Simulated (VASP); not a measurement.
A run of VASP 6.6.1:

INCAR

```
SYSTEM = Os
AGGAC    = 1.0          
AGGAX    = 1.0          
ALDAC    = 0.0          
ALDAX    = 1.0          
ALGO     = Normal         ! electronic algorithm
EDIFF    = 1E-6           ! SCF threshold, eV
ENCUT    = 520            ! plane-wave cutoff, eV
GGA      = B5             ! functional
ISIF     = 2              ! what is computed and relaxed
ISMEAR   = -1             ! smearing method
LASPH    = .TRUE.         ! aspherical terms in the spheres
LCHARG   = .FALSE.        ! write CHGCAR
LREAL    = .FALSE.        ! projectors in reciprocal space
LWAVE    = .FALSE.        ! write WAVECAR
NBANDS   = 15             ! bands
NELM     = 80             ! most SCF steps
PREC     = Accurate       ! precision mode
SIGMA    = 0.05           ! smearing width, eV
```

KPOINTS

```
k-points
0
G
  11 11 6
  0 0 0
```

The input POSCAR:

```
Os
1.0
    2.7341000000      0.0000000000      0.0000000000
   -1.3670500000      2.3678000565      0.0000000000
    0.0000000000      0.0000000000      4.3197000000
Os
2
Direct
    0.6666666667      0.3333333333      0.7500000000
    0.3333333333      0.6666666667      0.2500000000
```

Potentials or basis: VASP PAW PBE potentials, release 64 (Os).

Run with:

```sh
$ cat potpaw_PBE.64/Os/POTCAR > POTCAR
$ mpirun -np 1 vasp_std > vasp.out
```

Hardware: 1 thread of AMD EPYC 7R13 Processor (Zen 3), with other jobs on the host.

Task: Estimate the wall time of this run.

Result: Run time: 18 s on 1 thread of AMD EPYC 7R13 Processor (Zen 3), on a shared host, peak memory 0.12 GiB. Counts: scf iterations 12, k points 64.
